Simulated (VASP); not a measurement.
# KTaO3 (Pm-3m) in VASP: further runs

The runs below take KTaO3 through single point, with PBE0, LDA, PBEsol.

All numbers are computed with VASP 6.6.1; they aren't measurements. Logs are shortened: lines on timing, memory, paths and dates and some standing lists are left out, and cuts for length are marked.

**1. The cell of the first run**

It takes space group Pm-3m (No. 221, cubic). The conventional cell has a = 3.990 Å, b = 3.990 Å, c = 3.990 Å, α = 90.00°, β = 90.00°, γ = 90.00°. Within 3.7 Å of K (site symmetry m-3m) lie 12 O at 2.82 Å and 8 Ta at 3.46 Å. Within 2.6 Å of Ta (site symmetry m-3m) lie 6 O at 2.00 Å. Within 2.6 Å of O (site symmetry 4/mmm) lie 2 Ta at 2.00 Å.

**2. Single point, PBE0**

POSCAR

```
KTaO3
1.0
    3.9901309440      0.0000000000      0.0000000000
    0.0000000000      3.9901309440      0.0000000000
    0.0000000000      0.0000000000      3.9901309440
K Ta O
1 1 3
Direct
    0.5000000000      0.5000000000      0.5000000000
    0.0000000000      0.0000000000      0.0000000000
    0.5000000000      0.0000000000      0.0000000000
    0.0000000000      0.5000000000      0.0000000000
    0.0000000000      0.0000000000      0.5000000000
```

INCAR.step1

```
SYSTEM = KTaO3
PREC     = Accurate       ! precision mode
ENCUT    = 520            ! plane-wave cutoff, eV
EDIFF    = 1E-5           ! SCF threshold, eV
ISMEAR   = 0              ! smearing method
SIGMA    = 0.01           ! smearing width, eV
LREAL    = .FALSE.        ! projectors in reciprocal space
LASPH    = .TRUE.         ! aspherical terms in the spheres
NELM     = 100            ! most SCF steps
ALGO     = Normal         ! electronic algorithm
ISIF     = 2              ! what is computed and relaxed
LWAVE    = .TRUE.         ! write WAVECAR
NBANDS   = 27             ! bands
GGA      = PE             ! functional
```

INCAR.step2

```
SYSTEM = KTaO3
PREC     = Accurate       ! precision mode
ENCUT    = 520            ! plane-wave cutoff, eV
EDIFF    = 1E-7           ! SCF threshold, eV
ISMEAR   = 0              ! smearing method
SIGMA    = 0.01           ! smearing width, eV
LREAL    = .FALSE.        ! projectors in reciprocal space
LASPH    = .TRUE.         ! aspherical terms in the spheres
NELM     = 100            ! most SCF steps
ALGO     = Normal         ! electronic algorithm
ISIF     = 2              ! what is computed and relaxed
LWAVE    = .FALSE.        ! write WAVECAR
LCHARG   = .TRUE.         ! write CHGCAR
GGA      = PE             ! functional
LHFCALC  = .TRUE.         ! exact exchange
AEXX     = 0.25           ! exact-exchange fraction
PRECFOCK = Fast         
LELF     = .TRUE.         ! ELF
LVHAR    = .TRUE.       
NBANDS   = 27             ! bands
ISTART   = 1
```

KPOINTS

```
Automatic mesh
0
G
  4 4 4
  0 0 0
```

Potentials or basis: VASP PAW PBE potentials, release 64 (K_sv, Ta_pv, O).

On the command line:

```bash
$ cat potpaw_PBE.64/K_sv/POTCAR potpaw_PBE.64/Ta_pv/POTCAR potpaw_PBE.64/O/POTCAR > POTCAR
$ cp INCAR.step1 INCAR
$ mpirun -np 1 vasp_std > vasp.out
$ cp INCAR.step2 INCAR
$ mpirun -np 1 vasp_std > vasp.out
```

OUTCAR:

```text
SYSTEM = KTaO3
   PREC = Accurate
   ENCUT = 520
   EDIFF = 1E-7
   ISMEAR = 0
   LREAL = .FALSE.
   LASPH = .TRUE.
   NELM = 100
   ISIF = 2
   GGA = PE
   LHFCALC = .TRUE.
   AEXX = 0.25
   PRECFOCK = Fast
   ISTART = 1

 ion  position               nearest neighbor table
   1  0.500  0.500  0.500-   3 2.82   4 2.82   5 2.82   3 2.82   4 2.82   3 2.82   5 2.82   3 2.82
                             4 2.82   5 2.82   4 2.82   5 2.82   2 3.46   2 3.46   2 3.46   2 3.46
   2  0.000  0.000  0.000-   3 2.00   4 2.00   5 2.00   5 2.00   4 2.00   3 2.00   1 3.46   1 3.46
                             1 3.46   1 3.46   1 3.46   1 3.46   1 3.46   1 3.46
   3  0.500  0.000  0.000-   2 2.00   2 2.00   1 2.82   1 2.82   1 2.82   1 2.82
   4  0.000  0.500  0.000-   2 2.00   2 2.00   1 2.82   1 2.82   1 2.82   1 2.82
   5  0.000  0.000  0.500-   2 2.00   2 2.00   1 2.82   1 2.82   1 2.82   1 2.82

  LATTYP: Found a simple cubic cell.
 ALAT       =     3.9901309440

  Lattice vectors:

 A1 = (   3.9901309440,   0.0000000000,   0.0000000000)
 A2 = (   0.0000000000,   3.9901309440,   0.0000000000)
 A3 = (   0.0000000000,   0.0000000000,   3.9901309440)

Analysis of symmetry for initial positions (statically):
=====================================================================
 Subroutine PRICEL returns:
 Original cell was already a primitive cell.

 Routine SETGRP: Setting up the symmetry group for a
 simple cubic supercell.

 Subroutine GETGRP returns: Found 48 space group operations
 (whereof 48 operations were pure point group operations)
 out of a pool of 48 trial point group operations.

The static configuration has the point symmetry O_h .

Analysis of symmetry for dynamics (positions and initial velocities):
=====================================================================
 Subroutine PRICEL returns:
 Original cell was already a primitive cell.

 Routine SETGRP: Setting up the symmetry group for a
 simple cubic supercell.

 Subroutine GETGRP returns: Found 48 space group operations
 (whereof 48 operations were pure point group operations)
 out of a pool of 48 trial point group operations.

The dynamic configuration has the point symmetry O_h .

 Subroutine INISYM returns: Found 48 space group operations
 (whereof 48 operations are pure point group operations),
 and found     1 'primitive' translations

----------------------------------------------------------------------------------------

                                     Primitive cell

  volume of cell :      63.5275

  direct lattice vectors                    reciprocal lattice vectors
     3.990130944  0.000000000  0.000000000     0.250618342  0.000000000  0.000000000
     0.000000000  3.990130944  0.000000000     0.000000000  0.250618342  0.000000000
     0.000000000  0.000000000  3.990130944     0.000000000  0.000000000  0.250618342

  length of vectors
     3.990130944  3.990130944  3.990130944     0.250618342  0.250618342  0.250618342

  position of ions in fractional coordinates (direct lattice)
     0.500000000  0.500000000  0.500000000
     0.000000000  0.000000000  0.000000000
     0.500000000  0.000000000  0.000000000
     0.000000000  0.500000000  0.000000000
     0.000000000  0.000000000  0.500000000

  ion indices of the primitive-cell ions
   primitive index   ion index
                 1           1
                 2           2
                 3           3
                 4           4
                 5           5

----------------------------------------------------------------------------------------

 KPOINTS: Automatic mesh

Automatic generation of k-mesh.
 Grid dimensions read from file:
 generate k-points for:    4    4    4

 Generating k-lattice:

  Cartesian coordinates                     Fractional coordinates (reciprocal lattice)
     0.062654585  0.000000000  0.000000000     0.250000000  0.000000000  0.000000000
     0.000000000  0.062654585  0.000000000     0.000000000  0.250000000  0.000000000
     0.000000000  0.000000000  0.062654585     0.000000000  0.000000000  0.250000000

  Length of vectors
     0.062654585  0.062654585  0.062654585

  Shift w.r.t. Gamma in fractional coordinates (k-lattice)
     0.000000000  0.000000000  0.000000000

 Subroutine IBZKPT returns following result:
 ===========================================

 Found     10 irreducible k-points:

 Following reciprocal coordinates:
            Coordinates               Weight
  0.000000  0.000000  0.000000      1.000000
  0.250000  0.000000  0.000000      6.000000
  0.500000  0.000000  0.000000      3.000000
  0.250000  0.250000  0.000000     12.000000
  0.500000  0.250000  0.000000     12.000000
  0.500000  0.500000  0.000000      3.000000
  0.250000  0.250000  0.250000      8.000000
  0.500000  0.250000  0.250000     12.000000
  0.500000  0.500000  0.250000      6.000000
  0.500000  0.500000  0.500000      1.000000
   k-points           NKPTS =     10   k-points in BZ     NKDIM =     64   number of bands    NBANDS=     27
   number of dos      NEDOS =    301   number of ions     NIONS =      5
   total plane-waves  NPLWV =  27000
   dimension x,y,z NGX =    30 NGY =   30 NGZ =   30
   dimension x,y,z NGXF=    60 NGYF=   60 NGZF=   60
   ions per type =               1   1   3
   NGX,Y,Z   is equivalent  to a cutoff of  12.50, 12.50, 12.50 a.u.
   NGXF,Y,Z  is equivalent  to a cutoff of  25.00, 25.00, 25.00 a.u.
 SYSTEM =  KTaO3
   PREC   = accura    normal or accurate (medium, high low for compatibility)
   ISTART =      1    job   : 0-new  1-cont  2-samecut
   ICHARG =      0    charge: 1-file 2-atom 10-const
   ISPIN  =      1    spin polarized calculation?
   LNONCOLLINEAR =      F non collinear calculations
   LSORBIT =      F    spin-orbit coupling
   LASPH  =      T    aspherical Exc in radial PAW
   ENCUT  =  520.0 eV  38.22 Ry    6.18 a.u.   7.42  7.42  7.42*2*pi/ulx,y,z
   NELM   =    100;   NELMIN=  2; NELMDL=  0     # of ELM steps
   EDIFF  = 0.1E-06   stopping-criterion for ELM
   LREAL  =      F    real-space projection
   EDIFFG = 0.1E-05   stopping-criterion for IOM
   NSW    =      0    number of steps for IOM
   IBRION =     -1    ionic relax: 0-MD 1-quasi-New 2-CG
   NFREE  =      0    steps in history (QN), initial steepest desc. (CG)
   ISIF   =      2    stress and relaxation
   ISYM   =      3    0-nonsym 1-usesym 2-fastsym
   POTIM  = 0.5000    time-step for ionic-motion
   TEBEG  =    0.0;   TEEND  =   0.0 temperature during run
   PSTRESS=    0.0 pullay stress
   NELECT =      38.0000    total number of electrons
   NUPDOWN=      -1.0000    fix difference up-down
   EMIN   =  10.00;   EMAX   =-10.00  energy-range for DOS
   EFERMI =   0.00;   METHOD = LEGACY
   ISMEAR =     0;   SIGMA  =   0.01  broadening in eV -4-tet -1-fermi 0-gaus
   EFERMI_NEDOS =   21; number of points for ismear=-14 and -15
   IALGO  =     38    algorithm
   IMIX   =      1    mixing-type and parameters
     AMIX     =   0.40;   BMIX     =  1.00
     AMIX_MAG =   1.60;   BMIX_MAG =  1.00
  volume/ion in A,a.u.               =      12.71        85.74
  Fermi-wavevector in a.u.,A,eV,Ry     =   1.379375  2.606640 25.887454  1.902674
  Thomas-Fermi vector in A             =   2.504350
   LORBIT       =      0    0 simple, 1 ext, 2 COOP (PROOUT), +10 PAW based schemes
   GGA     = PE    functional components
   LHFCALC =     T    Hartree Fock is set to
   PRECFOCK=fast      Normal, Fast or Accurate (Low or Medium for compatibility)
   ENCUT4O =  -1.0   cutoff for four orbital integrals eV
   NKREDX  =     1    reduce k-point grid by
   NKREDY  =     1    reduce k-point grid by
   NKREDZ  =     1    reduce k-point grid by
   AEXX    =    0.2500 exact exchange contribution
   HFSCREEN=    0.0000 screening length (either q_TF or 0.3 A-1)
   HFSCREENC=   0.0000 screening length for correlation (either q_TF or 0.3 A-1)
   ENCUTFOCK=  -1.0 apply spherical cutoff to Coloumb kernel
   IVDW    =     0    specifies the selected vdW correction
   LEPSILON=     F    determine dielectric tensor
   LRPA    =     F    only Hartree local field effects (RPA)
 non-spin polarized calculation
 Gauss-broadening in eV      SIGMA  =   0.01
  energy-cutoff  :      520.00
  volume of cell :       63.53
 maximum number of plane-waves:      1743
 NGX is ok and might be reduce to    30
  NGX = 16; NGY = 16; NGZ = 16

 number of electron      37.9999976 magnetization

 Free energy of the ion-electron system (eV)
  ---------------------------------------------------
  ext. energy  EPLUGINS =         0.00000000
  ---------------------------------------------------
  free energy    TOTEN  =       -52.37398021 eV

  energy without entropy =      -52.37398021  energy(sigma->0) =      -52.37398021

 E-fermi :   0.3708     XC(G=0):  -8.5407

 val. band max:        0.2914358389   @ k =   0.5000   0.5000   0.5000
 cond. band min:       4.5391040270   @ k =   0.0000   0.0000   0.0000
 fundamental gap:      4.2476681882
 Fermi energy:         0.3708258905

 k-point     1 :       0.0000    0.0000    0.0000
  band No.  band energies     occupation
      1     -35.8082      2.00000
      2     -35.8082      2.00000
      3     -35.8082      2.00000
      4     -28.9708      2.00000
      5     -18.9227      2.00000
      6     -18.1812      2.00000
[... 19 lines left out ...]
     26      10.8714      0.00000
     27      10.8714      0.00000

 k-point     2 :       0.2500    0.0000    0.0000
  band No.  band energies     occupation
      1     -35.8612      2.00000
      2     -35.8048      2.00000
      3     -35.8048      2.00000
      4     -28.9558      2.00000
      5     -18.8104      2.00000
      6     -18.1688      2.00000
[... 19 lines left out ...]
     26      11.6349      0.00000
     27      11.9362      0.00000

 k-point     3 :       0.5000    0.0000    0.0000
  band No.  band energies     occupation
      1     -35.9139      2.00000
      2     -35.8016      2.00000
      3     -35.8016      2.00000
      4     -28.9408      2.00000
      5     -18.8029      2.00000
      6     -18.1564      2.00000
[... 174 lines left out ...]
      1     -35.9028      2.00000
      2     -35.9028      2.00000
      3     -35.8473      2.00000
      4     -28.9180      2.00000
      5     -17.8376      2.00000
      6     -17.1920      2.00000
[... 19 lines left out ...]
     26      13.6494      0.00000
     27      14.0728      0.00000

 k-point    10 :       0.5000    0.5000    0.5000
  band No.  band energies     occupation
      1     -35.8994      2.00000
      2     -35.8994      2.00000
      3     -35.8994      2.00000
      4     -28.9098      2.00000
      5     -17.1505      2.00000
      6     -17.1505      2.00000
[... 19 lines left out ...]
     26      13.6142      0.00000
     27      15.4627      0.00000

------------------------ aborting loop because EDIFF is reached ----------------------------------------

  FORCE on cell =-STRESS in cart. coord.  units (eV):
  Direction    XX          YY          ZZ          XY          YZ          ZX
  --------------------------------------------------------------------------------------
  -------------------------------------------------------------------------------------
  Total       -0.1757303     -0.1757303     -0.1757303     -0.0000000      0.0000000     -0.0000000
  in kB       -4.4319585     -4.4319585     -4.4319585     -0.0000000      0.0000000     -0.0000000
  external PRESSURE =      -4.4319585 kB  Pullay stress =       0.0000000 kB

 VOLUME and BASIS-vectors are now :
 -----------------------------------------------------------------------------
  energy-cutoff  :      520.00
  volume of cell :       63.53
      direct lattice vectors                 reciprocal lattice vectors
     3.990130944  0.000000000  0.000000000     0.250618342  0.000000000  0.000000000
     0.000000000  3.990130944  0.000000000     0.000000000  0.250618342  0.000000000
     0.000000000  0.000000000  3.990130944     0.000000000  0.000000000  0.250618342

 POSITION                                       TOTAL-FORCE (eV/Angst)
 -----------------------------------------------------------------------------------
      1.99507      1.99507      1.99507         0.000000      0.000000      0.000000
      0.00000      0.00000      0.00000         0.000000      0.000000      0.000000
      1.99507      0.00000      0.00000         0.000000      0.000000      0.000000
      0.00000      1.99507      0.00000         0.000000      0.000000      0.000000
      0.00000      0.00000      1.99507         0.000000      0.000000      0.000000
 -----------------------------------------------------------------------------------
    total drift:                               -0.000000     -0.000000     -0.000000

  FREE ENERGIE OF THE ION-ELECTRON SYSTEM (eV)
  ---------------------------------------------------
  free  energy   TOTEN  =       -52.3739802080 eV

  energy  without entropy=      -52.3739802080  energy(sigma->0) =      -52.37398021
```

Wall time 22 min (1 thread of AMD EPYC 7R43 (Zen 3), shared host); peak memory 0.15 GiB.

What came out:

* Free energy: -52.3740 eV
* Pressure: -0.4 GPa
* Band gap on the k mesh: 4.25 eV, indirect (least direct gap 4.89 eV)

Levels at points of the mesh, in eV from the valence-band top:
| k point | band 17 | band 18 | band 19 | band 20 | band 21 | band 22 |
| --- | --- | --- | --- | --- | --- | --- |
| (0.00, 0.00, 0.00) | -0.64 | -0.64 | -0.64 | 4.25 | 4.25 | 4.25 |
| (0.50, 0.00, 0.00) | -1.61 | -0.89 | -0.89 | 4.41 | 7.33 | 7.33 |
| (0.50, 0.50, 0.00) | -1.55 | -1.55 | -0.04 | 7.38 | 7.38 | 8.83 |
| (0.50, 0.50, 0.50) | 0.00 | 0.00 | 0.00 | 8.97 | 8.97 | 8.97 |

Caveat: the PAW data sets were made with another functional, which shifts forces and pressure a little; spin-orbit coupling is left out, which moves the levels of the heavy elements. A k mesh can miss the band edges.

(Part 1 of 3 ends here.)
